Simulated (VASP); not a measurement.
# Ca (P6/mmm) in VASP: a series of runs, part 2 of 3

VASP 6.6.1. The steps go on from the part before.

### 3 Single point, LDA (41.53 Å³/atom)

This run uses another cell than the first one, of 41.53 Å³/atom.

File INCAR:

```
SYSTEM = Ca
PREC = Accurate
ENCUT = 520
EDIFF = 1E-7
ISMEAR = -1
SIGMA = 0.1
LREAL = .False.
LASPH = .True.
NELM = 80
ALGO = Normal
ISIF = 2
LWAVE = .False.
LCHARG = .True.
GGA = CA
LELF = .True.
LVHAR = .True.
NBANDS = 22
```

File KPOINTS:

```
regular mesh
0
Gamma
  7 7 10
  0 0 0
```

File POSCAR:

```
Ca
1.0
    6.2249335004      0.0000000000      0.0000000000
   -3.1124667502      5.3909505483      0.0000000000
    0.0000000000      0.0000000000      3.7127399633
Ca
3
Direct
    0.0000000000      1.0000000000      0.0000000000
    0.3333333333      0.6666666667      0.5000000000
    0.6666666667      0.3333333333      0.5000000000
```

Potentials or basis: VASP PAW LDA potentials, release 64 (Ca_sv).

Launch:

```console
$ cat potpaw_LDA.64/Ca_sv/POTCAR > POTCAR
$ mpirun -np 1 vasp_std > vasp.out
```

OUTCAR:

```text
SYSTEM = Ca
   PREC = Accurate
   ENCUT = 520
   EDIFF = 1E-7
   ISMEAR = -1
   LREAL = .False.
   LASPH = .True.
   NELM = 80
   ISIF = 2
   GGA = CA

 ion  position               nearest neighbor table
   1  0.000  0.000  0.000-
   2  0.333  0.667  0.500-
   3  0.667  0.333  0.500-

  LATTYP: Found a hexagonal cell.
 ALAT       =     6.2249335004
 C/A-ratio  =     0.5964304620

  Lattice vectors:

 A1 = (   6.2249335004,   0.0000000000,   0.0000000000)
 A2 = (  -3.1124667502,   5.3909505483,   0.0000000000)
 A3 = (   0.0000000000,   0.0000000000,   3.7127399633)

Analysis of symmetry for initial positions (statically):
=====================================================================
 Subroutine PRICEL returns:
 Original cell was already a primitive cell.

 Routine SETGRP: Setting up the symmetry group for a
 hexagonal supercell.

 Subroutine GETGRP returns: Found 24 space group operations
 (whereof 24 operations were pure point group operations)
 out of a pool of 24 trial point group operations.

The static configuration has the point symmetry D_6h.

Analysis of symmetry for dynamics (positions and initial velocities):
=====================================================================
 Subroutine PRICEL returns:
 Original cell was already a primitive cell.

 Routine SETGRP: Setting up the symmetry group for a
 hexagonal supercell.

 Subroutine GETGRP returns: Found 24 space group operations
 (whereof 24 operations were pure point group operations)
 out of a pool of 24 trial point group operations.

The dynamic configuration has the point symmetry D_6h.

 Subroutine INISYM returns: Found 24 space group operations
 (whereof 24 operations are pure point group operations),
 and found     1 'primitive' translations

----------------------------------------------------------------------------------------

                                     Primitive cell

  volume of cell :     124.5933

  direct lattice vectors                    reciprocal lattice vectors
     6.224933500  0.000000000  0.000000000     0.160644286  0.092748022  0.000000000
    -3.112466750  5.390950548  0.000000000     0.000000000  0.185496044  0.000000000
     0.000000000  0.000000000  3.712739963     0.000000000  0.000000000  0.269342860

  length of vectors
     6.224933500  6.224933500  3.712739963     0.185496044  0.185496044  0.269342860

  position of ions in fractional coordinates (direct lattice)
     0.000000000  0.000000000  0.000000000
     0.333333333  0.666666667  0.500000000
     0.666666667  0.333333333  0.500000000

  ion indices of the primitive-cell ions
   primitive index   ion index
                 1           1
                 2           2
                 3           3

----------------------------------------------------------------------------------------

 KPOINTS: regular mesh

Automatic generation of k-mesh.
 Grid dimensions read from file:
 generate k-points for:    7    7   10

 Generating k-lattice:

  Cartesian coordinates                     Fractional coordinates (reciprocal lattice)
     0.022949184  0.013249717  0.000000000     0.142857143  0.000000000  0.000000000
     0.000000000  0.026499435  0.000000000     0.000000000  0.142857143  0.000000000
     0.000000000  0.000000000  0.026934286     0.000000000  0.000000000  0.100000000

  Length of vectors
     0.026499435  0.026499435  0.026934286

  Shift w.r.t. Gamma in fractional coordinates (k-lattice)
     0.000000000  0.000000000  0.000000000

 Subroutine IBZKPT returns following result:
 ===========================================

 Found     48 irreducible k-points:

 Following reciprocal coordinates:
            Coordinates               Weight
  0.000000  0.000000  0.000000      1.000000
  0.142857  0.000000  0.000000      6.000000
  0.285714  0.000000  0.000000      6.000000
  0.428571  0.000000  0.000000      6.000000
  0.142857  0.142857  0.000000      6.000000
  0.285714  0.142857  0.000000     12.000000
[... 16 lines left out ...]
  0.428571  0.142857  0.200000     12.000000
  0.285714  0.285714  0.200000     12.000000
 [... further k-points ...]
   k-points           NKPTS =     48   k-points in BZ     NKDIM =     48   number of bands    NBANDS=     22
   number of dos      NEDOS =    301   number of ions     NIONS =      3
   total plane-waves  NPLWV =  64512
   dimension x,y,z NGX =    48 NGY =   48 NGZ =   28
   dimension x,y,z NGXF=    96 NGYF=   96 NGZF=   56
   ions per type =               3
   NGX,Y,Z   is equivalent  to a cutoff of  12.82, 12.82, 12.54 a.u.
   NGXF,Y,Z  is equivalent  to a cutoff of  25.64, 25.64, 25.08 a.u.
 SYSTEM =  Ca
   PREC   = accura    normal or accurate (medium, high low for compatibility)
   ISTART =      0    job   : 0-new  1-cont  2-samecut
   ICHARG =      2    charge: 1-file 2-atom 10-const
   ISPIN  =      1    spin polarized calculation?
   LNONCOLLINEAR =      F non collinear calculations
   LSORBIT =      F    spin-orbit coupling
   LASPH  =      T    aspherical Exc in radial PAW
   ENCUT  =  520.0 eV  38.22 Ry    6.18 a.u.  11.57 11.57  6.90*2*pi/ulx,y,z
   NELM   =     80;   NELMIN=  2; NELMDL= -5     # of ELM steps
   EDIFF  = 0.1E-06   stopping-criterion for ELM
   LREAL  =      F    real-space projection
   EDIFFG = 0.1E-05   stopping-criterion for IOM
   NSW    =      0    number of steps for IOM
   IBRION =     -1    ionic relax: 0-MD 1-quasi-New 2-CG
   NFREE  =      0    steps in history (QN), initial steepest desc. (CG)
   ISIF   =      2    stress and relaxation
   ISYM   =      2    0-nonsym 1-usesym 2-fastsym
   POTIM  = 0.5000    time-step for ionic-motion
   TEBEG  =    0.0;   TEEND  =   0.0 temperature during run
   PSTRESS=    0.0 pullay stress
   NELECT =      30.0000    total number of electrons
   NUPDOWN=      -1.0000    fix difference up-down
   EMIN   =  10.00;   EMAX   =-10.00  energy-range for DOS
   EFERMI =   0.00;   METHOD = LEGACY
   ISMEAR =    -1;   SIGMA  =   0.10  broadening in eV -4-tet -1-fermi 0-gaus
   EFERMI_NEDOS =   21; number of points for ismear=-14 and -15
   IALGO  =     38    algorithm
   IMIX   =      4    mixing-type and parameters
     AMIX     =   0.40;   BMIX     =  1.00
     AMIX_MAG =   1.60;   BMIX_MAG =  1.00
  volume/ion in A,a.u.               =      41.53       280.27
  Fermi-wavevector in a.u.,A,eV,Ry     =   1.018475  1.924639 14.113206  1.037291
  Thomas-Fermi vector in A             =   2.151935
   LORBIT       =      0    0 simple, 1 ext, 2 COOP (PROOUT), +10 PAW based schemes
   GGA     = CA    functional components
   LHFCALC =     F    Hartree Fock is set to
   AEXX    =    0.0000 exact exchange contribution
   IVDW    =     0    specifies the selected vdW correction
   LEPSILON=     F    determine dielectric tensor
   LRPA    =     F    only Hartree local field effects (RPA)
 non-spin polarized calculation
  energy-cutoff  :      520.00
  volume of cell :      124.59
 maximum number of plane-waves:      3386
 NGX is ok and might be reduce to    48
   NGX = 23   NGY = 23   NGZ = 13

 number of electron      29.9999992 magnetization

 Free energy of the ion-electron system (eV)
  ---------------------------------------------------
  ext. energy  EPLUGINS =         0.00000000
  ---------------------------------------------------
  free energy    TOTEN  =        -6.48872826 eV

  energy without entropy =       -6.33044072  energy(sigma->0) =       -6.40958449

 E-fermi :   1.8668     XC(G=0):  -8.0126

 val. band max:        1.8605781176   @ k =   0.4286   0.0000   0.3000
 cond. band min:       1.8723936124   @ k =   0.4286   0.0000   0.2000
 fundamental gap:      0.0118154948
 Fermi energy:         1.8667875264

 k-point     1 :       0.0000    0.0000    0.0000
  band No.  band energies     occupation
      1     -39.7065      2.00000
      2     -39.6841      2.00000
      3     -39.6373      2.00000
      4     -21.0508      2.00000
      5     -21.0508      2.00000
      6     -20.9624      2.00000
[... 14 lines left out ...]
     21       4.3417      0.00000
     22       4.3417      0.00000
[... 552 lines left out ...]
  band No.  band energies     occupation
      1     -39.6938      2.00000
      2     -39.6898      2.00000
      3     -39.6346      2.00000
      4     -21.0627      2.00000
      5     -21.0105      2.00000
      6     -20.9841      2.00000
[... 14 lines left out ...]
     21       3.5732      0.00000
     22       4.0794      0.00000

 [... further k-points ...]

------------------------ aborting loop because EDIFF is reached ----------------------------------------

  FORCE on cell =-STRESS in cart. coord.  units (eV):
  Direction    XX          YY          ZZ          XY          YZ          ZX
  --------------------------------------------------------------------------------------
  -------------------------------------------------------------------------------------
  Total       -1.0193042     -1.0193042     -0.9332663      0.0000000     -0.0000000      0.0000000
  in kB      -13.1074978    -13.1074978    -12.0011143      0.0000000     -0.0000000      0.0000000
  external PRESSURE =     -12.7387033 kB  Pullay stress =       0.0000000 kB

 VOLUME and BASIS-vectors are now :
 -----------------------------------------------------------------------------
  energy-cutoff  :      520.00
  volume of cell :      124.59
      direct lattice vectors                 reciprocal lattice vectors
     6.224933500  0.000000000  0.000000000     0.160644286  0.092748022  0.000000000
    -3.112466750  5.390950548  0.000000000     0.000000000  0.185496044  0.000000000
     0.000000000  0.000000000  3.712739963     0.000000000  0.000000000  0.269342860

 POSITION                                       TOTAL-FORCE (eV/Angst)
 -----------------------------------------------------------------------------------
      0.00000      0.00000      0.00000         0.000000      0.000000      0.000000
     -0.00000      3.59397      1.85637        -0.000000      0.000000      0.000000
      3.11247      1.79698      1.85637         0.000000      0.000000      0.000000
 -----------------------------------------------------------------------------------
    total drift:                               -0.000000      0.000000     -0.000000

  FREE ENERGIE OF THE ION-ELECTRON SYSTEM (eV)
  ---------------------------------------------------
  free  energy   TOTEN  =        -6.4887282561 eV

  energy  without entropy=       -6.3304407224  energy(sigma->0) =       -6.40958449
```

OSZICAR:

```text
N       E                     dE             d eps       ncg     rms          rms(c)
DAV:   1     0.273671667514E+03    0.27367E+03   -0.14499E+04  2120   0.124E+03
DAV:   2     0.869307490172E+01   -0.26498E+03   -0.26097E+03  2238   0.364E+02
DAV:   3    -0.538079268128E+01   -0.14074E+02   -0.13589E+02  3978   0.625E+01
DAV:   4    -0.650154118830E+01   -0.11207E+01   -0.11108E+01  3374   0.155E+01
DAV:   5    -0.653418971163E+01   -0.32649E-01   -0.32606E-01  3162   0.278E+00    0.406E+00
DAV:   6    -0.649906770162E+01    0.35122E-01   -0.72766E-02  3056   0.207E+00    0.238E+00
DAV:   7    -0.648978031343E+01    0.92874E-02   -0.53736E-02  2660   0.225E+00    0.194E-01
DAV:   8    -0.648863745529E+01    0.11429E-02   -0.55223E-03  2918   0.608E-01    0.995E-02
DAV:   9    -0.648872186703E+01   -0.84412E-04   -0.65476E-04  3542   0.121E-01    0.475E-02
DAV:  10    -0.648873271893E+01   -0.10852E-04   -0.18570E-04  2666   0.145E-01    0.842E-02
DAV:  11    -0.648872798163E+01    0.47373E-05   -0.56414E-05  2608   0.827E-02    0.531E-03
DAV:  12    -0.648872826863E+01   -0.28700E-06   -0.40259E-06  3598   0.967E-03    0.138E-03
DAV:  13    -0.648872825615E+01    0.12483E-07   -0.15811E-07  2274   0.254E-03
   1 F= -.64887283E+01 E0= -.64095845E+01  d E =-.158288E+00
```

Wall time 2.5 min (1 thread of Intel Xeon Platinum 8488C (Sapphire Rapids), shared host); peak memory 0.25 GiB.

Results:

```
Free energy            : -6.4887 eV
Pressure               : -1.3 GPa
Band gap on the k mesh : zero (bands 15 and 16 overlap by 0.25 eV)
```

Levels at points of the mesh, in eV from the Fermi level:
```
           k point  band 12  band 13  band 14  band 15  band 16  band 17  band 18  band 19
(0.00, 0.00, 0.00)   -22.74    -4.06     0.04     0.15     0.15     0.17     0.17     0.66
(0.00, 0.00, 0.50)   -22.77    -1.50    -1.13     0.19     0.19     0.33     0.33     1.80
```

### 4 Single point, LDA (43.07 Å³/atom)

This run uses another cell than the first one, of 43.07 Å³/atom.

File INCAR:

```
SYSTEM = Ca
ALGO = Normal ; EDIFF = 1E-7
ENCUT = 520 ; ISIF = 2
ISMEAR = -1 ; LASPH = .True.
LCHARG = .True. ; LELF = .True.
LREAL = .False. ; LVHAR = .True.
LWAVE = .False. ; NBANDS = 22
NELM = 80 ; PREC = Accurate
SIGMA = 0.1
```

File KPOINTS:

```
k-points
0
Gamma
  7 7 10
  0 0 0
```

File POSCAR:

```
Ca
1.0
    6.3008548060      0.0000000000      0.0000000000
   -3.1504274030      5.4567003276      0.0000000000
    0.0000000000      0.0000000000      3.7580217427
Ca
3
Direct
    0.0000000000      1.0000000000      0.0000000000
    0.3333333333      0.6666666667      0.5000000000
    0.6666666667      0.3333333333      0.5000000000
```

Launch:

```console
$ cat potpaw_LDA.64/Ca_sv/POTCAR > POTCAR
$ mpirun -np 1 vasp_std > vasp.out
```

Wall time 2 min (1 thread of Intel Xeon Platinum 8488C (Sapphire Rapids), shared host); peak memory 0.25 GiB.

It converged, with:

```yaml
Free_energy: -6.4457 eV
Pressure: -1.8 GPa
Band_gap_on_the_k_mesh: zero (bands 15 and 16 overlap by 0.30 eV)
```

Stress tensor (GPa, compression positive):
```
-1.82  0.00  0.00
 0.00 -1.82  0.00
 0.00  0.00 -1.67
```

Levels at points of the mesh, in eV from the Fermi level:
| k point | band 11 | band 12 | band 13 | band 14 | band 15 | band 16 | band 17 | band 18 | band 19 | band 20 |
| --- | --- | --- | --- | --- | --- | --- | --- | --- | --- | --- |
| (0.00, 0.00, 0.00) | -22.84 | -22.83 | -4.00 | 0.05 | 0.15 | 0.15 | 0.16 | 0.16 | 0.62 | 1.85 |
| (0.00, 0.00, 0.50) | -22.85 | -22.85 | -1.50 | -1.13 | 0.22 | 0.22 | 0.35 | 0.35 | 1.76 | 1.76 |

### 5 Single point, LDA

This run uses another cell than the first one, of 38.45 Å³/atom.

File INCAR:

```
ALGO = Normal
EDIFF = 1E-6
ENCUT = 520
GGA = CA
ISIF = 2
ISMEAR = -1
LASPH = True
LCHARG = True
LELF = True
LREAL = False
LVHAR = True
LWAVE = False
NBANDS = 22
NELM = 60
PREC = Accurate
SIGMA = 0.1
```

File KPOINTS:

```
k-points
0
Gamma
  8 8 12
```

File POSCAR:

```
Ca
1.0
    6.0672719915      0.0000000000      0.0000000000
   -3.0336359957      5.2544116763      0.0000000000
    0.0000000000      0.0000000000      3.6187058367
Ca
3
Direct
    0.0000000000      1.0000000000      0.0000000000
    0.3333333333      0.6666666667      0.5000000000
    0.6666666667      0.3333333333      0.5000000000
```

Launch:

```console
$ cat potpaw_LDA.64/Ca_sv/POTCAR > POTCAR
$ mpirun -np 1 vasp_std > vasp.out
```

Wall time 2.7 min (1 thread of Intel Xeon Platinum 8488C (Sapphire Rapids), shared host); peak memory 0.28 GiB.

The run converged. Its results:

```
Free energy            : -6.5260 eV
Pressure               : 0.0 GPa
Band gap on the k mesh : zero (bands 15 and 16 overlap by 0.26 eV)
```

Levels at points of the mesh, in eV from the Fermi level:
| k point | band 11 | band 12 | band 13 | band 14 | band 15 | band 16 | band 17 | band 18 | band 19 | band 20 |
| --- | --- | --- | --- | --- | --- | --- | --- | --- | --- | --- |
| (0.00, 0.00, 0.00) | -22.56 | -22.55 | -4.20 | 0.01 | 0.16 | 0.16 | 0.19 | 0.19 | 0.75 | 1.99 |
| (0.50, 0.00, 0.00) | -22.58 | -22.56 | -2.72 | -2.68 | -1.01 | 0.09 | 1.14 | 1.30 | 1.33 | 1.47 |
| (0.00, 0.00, 0.50) | -22.59 | -22.59 | -1.49 | -1.12 | 0.11 | 0.11 | 0.28 | 0.28 | 1.88 | 1.88 |
| (0.50, 0.00, 0.50) | -22.59 | -22.58 | -0.79 | -0.76 | -0.08 | 0.03 | 0.11 | 0.58 | 1.12 | 1.88 |

(Part 2 of 3 ends here.)
